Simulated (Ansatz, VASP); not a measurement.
## LiF: VASP beside Ansatz

```
CELL_PARAMETERS angstrom
0.05688 1.88015 1.95402
1.97733 -0.00266 2.01356
1.99569 1.95805 -0.02103
ATOMIC_POSITIONS crystal
Li 0.00255 0.98046 0.02181
F 0.49745 0.51954 0.47819
```

Change from the starting cell: all atoms moved at random, cell strained at random.

Alike in both runs: task single point; functional PBEsol; k mesh 10 × 10 × 10; occupations gaussian, width 0.02 eV; no spin polarisation.

|  | VASP | Ansatz |
| --- | --- | --- |
| version | VASP 6.6.1 | Ansatz 0.2.0 |
| potentials or method | VASP PAW PBE potentials, release 64 (Li_sv, F), cutoff 520 eV | scalar-relativistic, plane waves, PAW |
| valence electrons in the cell | 10 | 10 |

|  | VASP | Ansatz | Ansatz less VASP |
| --- | --- | --- | --- |
| gap on the k mesh at the Fermi level (eV) | 9.50 | 9.49 | -0.002 |
| least direct gap on the mesh (eV) | 9.50 | 9.49 | -0.002 |
| rms of the force components (eV/Å) | 0.219 | 0.205 | -0.0142 |

VASP's potentials were made for PBE, not for PBEsol. Atom by atom the forces differ by 0.014 eV/Å (rms over components). With one functional, cell and mesh, what is left measures potentials, basis and numerics.

Noted on VASP's run: the cutoff is short for stress, so the pressure is rough.
